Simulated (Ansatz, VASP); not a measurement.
# Ge in VASP and in Ansatz

```
Ge
1.0
     1.50763   -2.62883    0.00000
     1.50763    2.62883    0.00000
     0.00000    0.00000    4.78981
Ge
2
Cartesian
  1.5076 0.8757 1.1975
  1.5076 -0.8757 3.5924
```

Change from the starting cell: volume scaled by 1.04.

Alike in both runs: task single point; functional LDA; k mesh 10 × 10 × 6; occupations fermi-dirac, width 0.05 eV; no spin polarisation.

```csv
,VASP,Ansatz
version,VASP 6.6.1,Ansatz 0.2.0
potentials or method,"VASP PAW LDA potentials, release 64 (Ge_d), cutoff 520 eV","all-electron LAPW, scalar-relativistic"
```

Ansatz gave:

* gap on the k mesh at the Fermi level (eV): none
* pressure (GPa): -3.9
* traceless stress, the component that is largest in VASP (GPa): 1.32

Q: What did VASP give for the same quantities?

A: gap on the k mesh at the Fermi level (eV): none; pressure (GPa): -4.0; traceless stress, the component that is largest in VASP (GPa): 1.33.

LDA's correlation is that of Perdew and Zunger in VASP and of Perdew and Wang (1992) in Ansatz. A gap of «none» marks a metal or a gap that the smearing closes. Ansatz ran all-electron here, and VASP with PAW potentials.
